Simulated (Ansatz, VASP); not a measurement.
## MoP: VASP beside Ansatz

```
P Mo
1.0
     3.20623    0.00000    0.00000
    -1.60312    2.77668    0.00000
     0.00000    0.00000   26.10947
P Mo
4 4
Cartesian
  0.0000 1.8511 7.4793
  0.0000 1.8511 10.6892
  0.0000 1.8511 13.8720
  0.0000 1.8511 17.1061
  0.0000 0.0000 9.0729
  0.0000 0.0000 12.2680
  0.0000 0.0000 15.4447
  0.0000 0.0000 18.5057
```

Alike in both runs: functional PBEsol; k mesh 12 × 12 × 1; occupations gaussian, width 0.1 eV; no spin polarisation.

Ansatz relaxed the structure, and its values are those at the end. VASP's run is a single point on that final structure, the one shown.

|  | VASP | Ansatz |
| --- | --- | --- |
| version | VASP 6.6.1 | Ansatz 0.2.0 |
| potentials or method | VASP PAW PBE potentials, release 64 (P, Mo_sv), cutoff 520 eV | scalar-relativistic, plane waves, PAW |
| valence electrons in the cell | 76 | 76 |

Ansatz gave:

- gap on the k mesh at the Fermi level (eV): none
- rms of the force components (eV/Å): 0.001

Question: Which values does VASP return?

Answer: gap on the k mesh at the Fermi level (eV): none; rms of the force components (eV/Å): 0.008.

VASP's potentials were made for PBE, not for PBEsol. A gap of «none» marks a metal or a gap that the smearing closes. Ansatz's warnings: xc potential rough in thin density.
